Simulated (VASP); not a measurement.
Wanted: the native input for a VASP 6.6.1 run.

```yaml
Task: single point
Functional: LDA
Potentials_or_basis: VASP PAW LDA potentials, release 64 (Ru_pv)
Cutoff: 520 eV
k_mesh: 14 × 14 × 10
Occupations: fermi-dirac, width 0.1 eV
Spin: no spin polarisation
Dipole_correction: no
Further_INCAR_settings: ALGO = Normal; EDIFF = 1e-06; NBANDS = 21; ISYM = 0
```

The structure of Ru lies in POSCAR:

```
Ru
1.0
   -2.9873304472      2.5836584696      1.3065050202
    2.5836584696     -2.9873304472      1.3065050202
    2.2405966391      2.2405966391     -2.0458309866
Ru
2
Direct
    0.9813026850      0.0186973150      1.0000000000
    0.7686973150      0.2313026850      0.5000000000
```

The input as run:

INCAR

```
ALGO = Normal ; EDIFF = 1E-6
ENCUT = 520 ; ISIF = 2
ISMEAR = -1 ; ISYM = 0
LASPH = T ; LCHARG = F
LREAL = F ; LWAVE = F
NBANDS = 21 ; NELM = 100
PREC = Accurate ; SIGMA = 0.1
```

KPOINTS

```
k-points
0
Gamma
  14 14 10
```

Potentials or basis: VASP PAW LDA potentials, release 64 (Ru_pv).

The run is started by

```bash
$ cat potpaw_LDA.64/Ru_pv/POTCAR > POTCAR
$ mpirun -np 1 vasp_std > vasp.out
```

It gave:

| Item | Value |
| --- | --- |
| Pressure | 1.0 GPa |
| Largest force | 0.064 eV/Å |
| Band gap on the k mesh | zero (bands 14 and 15 overlap by 2.65 eV) |

Run time: 7.2 min on 1 thread of Intel(R) Xeon(R) Platinum 8259CL CPU @ 2.50GHz (Skylake/Cascade Lake), with other jobs on the host, peak memory 0.53 GiB.
